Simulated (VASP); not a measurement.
# NiI3 (Pm-3m) in VASP: a series of runs, part 2 of 2

VASP 6.6.1. Earlier steps stand in the parts before.

### 3 Single point, PBEsol, collinear spin (37.15 Å³/atom)

This run uses another cell than the first one, of 37.15 Å³/atom.

File INCAR:

```
ALGO = Normal
EDIFF = 1E-6
ENCUT = 520
GGA = PS
ISIF = 2
ISMEAR = 0
ISPIN = 2
LASPH = T
LCHARG = F
LMAXMIX = 4
LORBIT = 11
LREAL = F
LWAVE = F
MAGMOM = 0.07 0 0 0
NBANDS = 28
NELM = 150
PREC = Accurate
SIGMA = 0.05
```

File KPOINTS:

```
k-points
0
Gamma
  6 6 6
```

File POSCAR:

```
NiI3
1.0
    5.2966863866      0.0000000000      0.0000000000
    0.0000000000      5.2966863866      0.0000000000
    0.0000000000      0.0000000000      5.2966863866
Ni I
1 3
Direct
    0.0000000000      0.0000000000      0.0000000000
    0.5000000000      0.0000000000      0.0000000000
    0.0000000000      0.0000000000      0.5000000000
    0.0000000000      0.5000000000      0.0000000000
```

Potentials or basis: VASP PAW PBE potentials, release 64 (Ni, I).

Command:

```bash
$ cat potpaw_PBE.64/Ni/POTCAR potpaw_PBE.64/I/POTCAR > POTCAR
$ mpirun -np 1 vasp_std > vasp.out
```

OUTCAR:

```text
EDIFF = 1E-6
   ENCUT = 520
   GGA = PS
   ISIF = 2
   ISMEAR = 0
   ISPIN = 2
   LASPH = T
   LORBIT = 11
   LREAL = F
   NELM = 150
   PREC = Accurate

 ion  position               nearest neighbor table
   1  0.000  0.000  0.000-   2 2.65   3 2.65   4 2.65   3 2.65   4 2.65   2 2.65
   2  0.500  0.000  0.000-   1 2.65   1 2.65
   3  0.000  0.000  0.500-   1 2.65   1 2.65
   4  0.000  0.500  0.000-   1 2.65   1 2.65

  LATTYP: Found a simple cubic cell.
 ALAT       =     5.2966863866

  Lattice vectors:

 A1 = (   5.2966863866,   0.0000000000,   0.0000000000)
 A2 = (   0.0000000000,   5.2966863866,   0.0000000000)
 A3 = (   0.0000000000,   0.0000000000,   5.2966863866)

Analysis of symmetry for initial positions (statically):
=====================================================================
 Subroutine PRICEL returns:
 Original cell was already a primitive cell.

 Routine SETGRP: Setting up the symmetry group for a
 simple cubic supercell.

 Subroutine GETGRP returns: Found 48 space group operations
 (whereof 48 operations were pure point group operations)
 out of a pool of 48 trial point group operations.

The static configuration has the point symmetry O_h .

Analysis of symmetry for dynamics (positions and initial velocities):
=====================================================================
 Subroutine PRICEL returns:
 Original cell was already a primitive cell.

 Routine SETGRP: Setting up the symmetry group for a
 simple cubic supercell.

 Subroutine GETGRP returns: Found 48 space group operations
 (whereof 48 operations were pure point group operations)
 out of a pool of 48 trial point group operations.

The dynamic configuration has the point symmetry O_h .

Analysis of structural, dynamic, and magnetic symmetry:
[... 154 lines left out ...]
  ---------------------------------------------------
  free energy    TOTEN  =       -10.84440888 eV

  energy without entropy =      -10.83201862  energy(sigma->0) =      -10.83821375

 E-fermi :   2.4353     XC(G=0):  -8.0860

 val. band max:        2.4325180070   @ k =   0.3333   0.1667   0.1667
 cond. band min:       2.4425629775   @ k =   0.5000   0.5000   0.3333
 fundamental gap:      0.0100449705
 Fermi energy:         2.4353278855

 spin component 1

 k-point     1 :       0.0000    0.0000    0.0000
  band No.  band energies     occupation
      1     -10.7723      1.00000
      2      -9.2869      1.00000
      3      -9.2869      1.00000
      4      -1.6447      1.00000
      5      -1.6447      1.00000
      6      -1.6447      1.00000
[... 589 lines left out ...]
     26      11.7002      0.00000
     27      11.7002      0.00000
 Fermi energy:         2.4353278855

 spin component 2

 k-point     1 :       0.0000    0.0000    0.0000
  band No.  band energies     occupation
      1     -10.7684      1.00000
      2      -9.2825      1.00000
      3      -9.2825      1.00000
      4      -1.6418      1.00000
      5      -1.6418      1.00000
      6      -1.6418      1.00000
[... 589 lines left out ...]
     26      11.7025      0.00000
     27      11.7025      0.00000
 [bands above 27 left out]

------------------------ aborting loop because EDIFF is reached ----------------------------------------

  FORCE on cell =-STRESS in cart. coord.  units (eV):
  Direction    XX          YY          ZZ          XY          YZ          ZX
  --------------------------------------------------------------------------------------
  -------------------------------------------------------------------------------------
  Total       -1.2749976     -1.2749976     -1.2749976      0.0000000     -0.0000000      0.0000000
  in kB      -13.7469760    -13.7469760    -13.7469760      0.0000000     -0.0000000      0.0000000
  external PRESSURE =     -13.7469760 kB  Pullay stress =       0.0000000 kB

 VOLUME and BASIS-vectors are now :
 -----------------------------------------------------------------------------
  energy-cutoff  :      520.00
  volume of cell :      148.60
      direct lattice vectors                 reciprocal lattice vectors
     5.296686387  0.000000000  0.000000000     0.188797283  0.000000000  0.000000000
     0.000000000  5.296686387  0.000000000     0.000000000  0.188797283  0.000000000
     0.000000000  0.000000000  5.296686387     0.000000000  0.000000000  0.188797283

 POSITION                                       TOTAL-FORCE (eV/Angst)
 -----------------------------------------------------------------------------------
      0.00000      0.00000      0.00000         0.000000      0.000000      0.000000
      2.64834      0.00000      0.00000         0.000000      0.000000      0.000000
      0.00000      0.00000      2.64834         0.000000      0.000000      0.000000
      0.00000      2.64834      0.00000         0.000000      0.000000      0.000000
 -----------------------------------------------------------------------------------
    total drift:                               -0.000000      0.000000     -0.000000

  FREE ENERGIE OF THE ION-ELECTRON SYSTEM (eV)
  ---------------------------------------------------
  free  energy   TOTEN  =       -10.8444088812 eV

  energy  without entropy=      -10.8320186185  energy(sigma->0) =      -10.83821375

 total charge

# of ion       s       p       d       tot
------------------------------------------
    1        0.358   0.330   8.423   9.111
    2        1.525   2.668   0.030   4.223
    3        1.525   2.668   0.030   4.223
    4        1.525   2.668   0.030   4.223
--------------------------------------------------
tot          4.933   8.334   8.513  21.781

 magnetization (x)

# of ion       s       p       d       tot
------------------------------------------
    1        0.000   0.000   0.007   0.007
    2        0.000   0.005   0.000   0.005
    3        0.000   0.005   0.000   0.005
    4        0.000   0.005   0.000   0.005
--------------------------------------------------
tot          0.000   0.014   0.007   0.022
```

OSZICAR:

```text
N       E                     dE             d eps       ncg     rms          rms(c)
DAV:   1     0.195306794187E+03    0.19531E+03   -0.11205E+04  2240   0.914E+02
DAV:   2     0.780950434022E+01   -0.18750E+03   -0.17155E+03  2416   0.201E+02
[... 12 lines left out ...]
DAV:  15    -0.108447060909E+02   -0.13859E-03   -0.65440E-04  3092   0.212E-01    0.239E-01
DAV:  16    -0.108444782002E+02    0.22789E-03   -0.23637E-04  3292   0.206E-01    0.151E-01
DAV:  17    -0.108444248297E+02    0.53370E-04   -0.98069E-05  3040   0.122E-01    0.154E-01
DAV:  18    -0.108444139076E+02    0.10922E-04   -0.33741E-05  2404   0.245E-02    0.899E-02
DAV:  19    -0.108444087996E+02    0.51080E-05   -0.64556E-06  2840   0.185E-02    0.480E-02
DAV:  20    -0.108444088812E+02   -0.81642E-07   -0.75843E-07  1416   0.554E-03
   1 F= -.10844409E+02 E0= -.10838214E+02  d E =-.123903E-01  mag=     0.0262
```

stdout:

```text
POSCAR found type information on POSCAR NiI
 POSCAR found :  2 types and       4 ions
 scaLAPACK will be used
 -----------------------------------------------------------------------------
|                                                                             |
|                                                                             |
|     You enforced a specific xc type in the INCAR file but a different       |
|     I HOPE YOU KNOW WHAT YOU ARE DOING!                                     |
|                                                                             |
 -----------------------------------------------------------------------------

 LDA part: xc-table for (Slater+PW92), standard interpolation
 POSCAR, INCAR and KPOINTS ok, starting setup
 FFT: planning ... GRIDC
 FFT: planning ... GRID_SOFT
 FFT: planning ... GRID
 WAVECAR not read
 entering main loop
```

Wall time 2.6 min (1 thread of Intel Xeon Platinum 8488C (Sapphire Rapids), shared host); peak memory 0.35 GiB.

What came out:

| Property | Result |
| --- | --- |
| Free energy | -10.8444 eV |
| Pressure | -1.4 GPa |
| Net moment | 0.03 μB per cell |
| Valence electrons inside the program's atomic spheres | Ni 9.11; I 4.22 |

Caveat: the PAW data sets were made with another functional, which shifts forces and pressure a little; spin-orbit coupling is left out, which moves the levels of the heavy elements; semilocal functionals often make such compounds metallic where correlation or magnetic order opens a gap, which also shifts bond lengths.

### 4 Single point, PBEsol, collinear spin, ferromagnetic start (38.35 Å³/atom)

This run uses another cell than the first one, of 38.35 Å³/atom.

INCAR, as its differences from that of step 3:

```diff
@@ -8,3 +8,4 @@
 LASPH = T
-LCHARG = F
+LCHARG = T
+LELF = T
 LMAXMIX = 4
@@ -12,4 +13,5 @@
 LREAL = F
+LVHAR = T
 LWAVE = F
-MAGMOM = 0.07 0 0 0
+MAGMOM = 0.29 0 0 0
 NBANDS = 28
```

KPOINTS is that of step 3.

File POSCAR:

```
NiI3
1.0
    5.3529839746      0.0000000000      0.0000000000
    0.0000000000      5.3529839746      0.0000000000
    0.0000000000      0.0000000000      5.3529839746
Ni I
1 3
Direct
    0.0000000000      0.0000000000      0.0000000000
    0.5000000000      0.0000000000      0.0000000000
    0.0000000000      0.0000000000      0.5000000000
    0.0000000000      0.5000000000      0.0000000000
```

Command:

```bash
$ cat potpaw_PBE.64/Ni/POTCAR potpaw_PBE.64/I/POTCAR > POTCAR
$ mpirun -np 1 vasp_std > vasp.out
```

It took 3.2 min on 1 thread of Intel Xeon Platinum 8488C (Sapphire Rapids), shared host; peak memory 0.35 GiB.

The run converged. Its results:

```yaml
Free_energy: -10.7923 eV
Pressure: -2.1 GPa
Net_moment: 0.36 μB per cell
Site_moments: Ni +0.10; I +0.06 μB
Valence_electrons_inside_the_program's_atomic_spheres: Ni 9.06; I 4.21
```

Levels at points of the mesh, in eV from the Fermi level:
Spin up:
| k point | band 13 | band 14 | band 15 | band 16 | band 17 | band 18 | band 19 | band 20 |
| --- | --- | --- | --- | --- | --- | --- | --- | --- |
| (0.00, 0.00, 0.00) | -0.97 | -0.97 | -0.40 | -0.40 | -0.40 | 1.33 | 4.82 | 6.42 |
| (0.50, 0.00, 0.00) | -0.61 | -0.61 | -0.59 | -0.40 | -0.40 | 4.65 | 5.84 | 6.15 |
| (0.50, 0.50, 0.00) | -0.65 | -0.39 | -0.39 | 0.25 | 1.60 | 5.85 | 5.85 | 6.61 |
| (0.50, 0.50, 0.50) | 0.26 | 0.26 | 0.26 | 1.63 | 1.63 | 4.60 | 5.16 | 5.16 |
Spin down:
```tsv
k point	band 13	band 14	band 15	band 16	band 17	band 18
(0.00, 0.00, 0.00)	-0.91	-0.91	-0.34	-0.34	-0.34	1.37
(0.50, 0.00, 0.00)	-0.55	-0.55	-0.48	-0.33	-0.33	4.69
(0.50, 0.50, 0.00)	-0.58	-0.32	-0.32	0.32	1.70	5.88
(0.50, 0.50, 0.50)	0.33	0.33	0.33	1.73	1.73	4.63
```

Caveat: the PAW data sets were made with another functional, which shifts forces and pressure a little; spin-orbit coupling is left out, which moves the levels of the heavy elements; semilocal functionals often make such compounds metallic where correlation or magnetic order opens a gap, which also shifts bond lengths.

### 5 Single point, PBEsol, collinear spin, ferromagnetic start (42.61 Å³/atom)

This run uses another cell than the first one, of 42.61 Å³/atom.

File INCAR:

```
  PREC = Accurate
  ENCUT = 520
  EDIFF = 1E-6
  ISMEAR = 0
  SIGMA = 0.05
  LREAL = F
  LASPH = T
  NELM = 150
  ALGO = Normal
  ISIF = 2
  LWAVE = F
  LCHARG = F
  ISPIN = 2
  MAGMOM = 0.32 0 0 0
  LORBIT = 11
  LMAXMIX = 4
  GGA = PS
  NBANDS = 28
```

File KPOINTS:

```
regular mesh
0
Gamma
  6 6 6
```

File POSCAR:

```
NiI3
1.0
    5.5443219366      0.0000000000      0.0000000000
    0.0000000000      5.5443219366      0.0000000000
    0.0000000000      0.0000000000      5.5443219366
Ni I
1 3
Direct
    0.0000000000      0.0000000000      0.0000000000
    0.5000000000      0.0000000000      0.0000000000
    0.0000000000      0.0000000000      0.5000000000
    0.0000000000      0.5000000000      0.0000000000
```

Command:

```bash
$ cat potpaw_PBE.64/Ni/POTCAR potpaw_PBE.64/I/POTCAR > POTCAR
$ mpirun -np 1 vasp_std > vasp.out
```

It took 2.7 min on 1 thread of Intel Xeon Platinum 8488C (Sapphire Rapids), shared host; peak memory 0.39 GiB.

It converged, with:

```yaml
Free_energy: -10.4469 eV
Pressure: -4.1 GPa
Net_moment: 0.73 μB per cell
Site_moments: Ni +0.25; I +0.11 μB
Valence_electrons_inside_the_program's_atomic_spheres: Ni 8.92; I 4.19
```

Levels at points of the mesh, in eV from the Fermi level:
Spin up:
| k point | band 13 | band 14 | band 15 | band 16 | band 17 | band 18 | band 19 | band 20 |
| --- | --- | --- | --- | --- | --- | --- | --- | --- |
| (0.00, 0.00, 0.00) | -0.83 | -0.83 | -0.37 | -0.37 | -0.37 | 1.26 | 4.87 | 6.63 |
| (0.50, 0.00, 0.00) | -0.64 | -0.55 | -0.55 | -0.36 | -0.36 | 4.29 | 6.00 | 6.18 |
| (0.50, 0.50, 0.00) | -0.56 | -0.35 | -0.35 | 0.17 | 1.27 | 5.82 | 5.82 | 6.06 |
| (0.50, 0.50, 0.50) | 0.18 | 0.18 | 0.18 | 1.29 | 1.29 | 5.04 | 5.09 | 5.09 |
Spin down:
```csv
k point,band 11,band 12,band 13,band 14,band 15,band 16,band 17,band 18,band 19,band 20
"(0.00, 0.00, 0.00)",-0.79,-0.71,-0.71,-0.71,-0.26,-0.26,-0.26,1.32,4.91,6.68
"(0.50, 0.00, 0.00)",-0.93,-0.79,-0.43,-0.43,-0.35,-0.21,-0.21,4.39,6.05,6.22
"(0.50, 0.50, 0.00)",-1.29,-0.65,-0.39,-0.20,-0.20,0.30,1.51,5.87,5.87,6.15
"(0.50, 0.50, 0.50)",-0.38,-0.38,0.31,0.31,0.31,1.53,1.53,5.09,5.14,5.14
```

Caveat: the cell stands under tension; the PAW data sets were made with another functional, which shifts forces and pressure a little; spin-orbit coupling is left out, which moves the levels of the heavy elements; semilocal functionals often make such compounds metallic where correlation or magnetic order opens a gap, which also shifts bond lengths.

### 6 Overview

| spin | cell | gap on the mesh (eV) | pressure (GPa) | moment (μB) |
| --- | --- | --- | --- | --- |
| collinear | a = 5.263 Å, 4 atoms | none | -0.7 | 0.01 |
| collinear | a = 5.297 Å, 4 atoms | none | -1.4 | 0.03 |
| collinear, ferromagnetic start | a = 5.353 Å, 4 atoms | none | -2.1 | 0.36 |
| collinear, ferromagnetic start | a = 5.544 Å, 4 atoms | none | -4.1 | 0.73 |

Alike in all rows: task single point; level PBEsol; potentials or basis VASP PAW PBE potentials, release 64 (Ni, I); k mesh 6 × 6 × 6; cutoff (eV) 520; smearing gaussian 0.05 eV.

Caveats: the PAW data sets were made with another functional, which shifts forces and pressure a little; spin-orbit coupling is left out, which moves the levels of the heavy elements; semilocal functionals often make such compounds metallic where correlation or magnetic order opens a gap, which also shifts bond lengths; the cell stands under tension (at least some runs).

Total energies depend on the potentials used, so only differences within one code and one set of settings carry meaning.

The gap in the log of VASP goes by the Fermi energy; the results here count the filled bands.